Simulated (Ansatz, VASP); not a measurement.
**One calculation of SnTe, two programs**

The input INCAR:

```
  PREC = Accurate
  ENCUT = 520
  EDIFF = 1E-6
  ISMEAR = 0
  SIGMA = 0.03
  LREAL = F
  LASPH = T
  NELM = 60
  ALGO = Normal
  ISIF = 2
  LWAVE = F
  LCHARG = F
  GGA = CA
  NBANDS = 17
```

Contents of KPOINTS:

```
Automatic mesh
0
Gamma
  10 10 10
```

File POSCAR:

```
SnTe
1.0
    1.2342304804      3.8790100813      3.8790100813
    3.8790100813      1.2342304804      3.8790100813
    3.8790100813      3.8790100813      1.2342304804
Sn Te
1 1
Direct
    0.0000000000      0.0000000000      0.0000000000
    0.5000000000      0.5000000000      0.5000000000
```

Input for Ansatz:

```yaml
crystal:
  lattice:
    - [1.2342304804, 3.8790100813, 3.8790100813]
    - [3.8790100813, 1.2342304804, 3.8790100813]
    - [3.8790100813, 3.8790100813, 1.2342304804]
  atoms:
    - { symbol: Sn, position: [0.0, 0.0, 0.0] }
    - { symbol: Te, position: [0.5, 0.5, 0.5] }
basis:
  ecutwfc: 420
kpoints:
  mp_grid: { grid: [10, 10, 10] }
hamiltonian:
  xc: lda
scf:
  occupations: { method: gaussian, width: 0.03 }
output:
  forces: true
  stress: true
  eigenvalues: true
```

Alike in both runs: task single point; functional LDA; k mesh 10 × 10 × 10; occupations gaussian, width 0.03 eV; no spin polarisation.

```csv
,VASP,Ansatz
version,VASP 6.6.1,Ansatz 0.2.0
potentials or method,"VASP PAW LDA potentials, release 64 (Sn_d, Te), cutoff 520 eV","scalar-relativistic, plane waves, PAW"
valence electrons in the cell,20,30
```

|  | VASP | Ansatz | Ansatz less VASP |
| --- | --- | --- | --- |
| gap on the k mesh at the Fermi level (eV) | none | none | - |
| pressure (GPa) | -5.5 | -5.5 | +0.01 |
| traceless stress, the component that is largest in VASP (GPa) | -1.74 | -1.76 | -0.016 |

LDA's correlation is that of Perdew and Zunger in VASP and of Perdew and Wang (1992) in Ansatz. A gap of «none» marks a metal or a gap that the smearing closes. VASP's potentials hold 20 valence electrons a cell and Ansatz's 30, so a difference there can come from the potentials and not from the codes.

Neither program's run includes spin-orbit coupling.
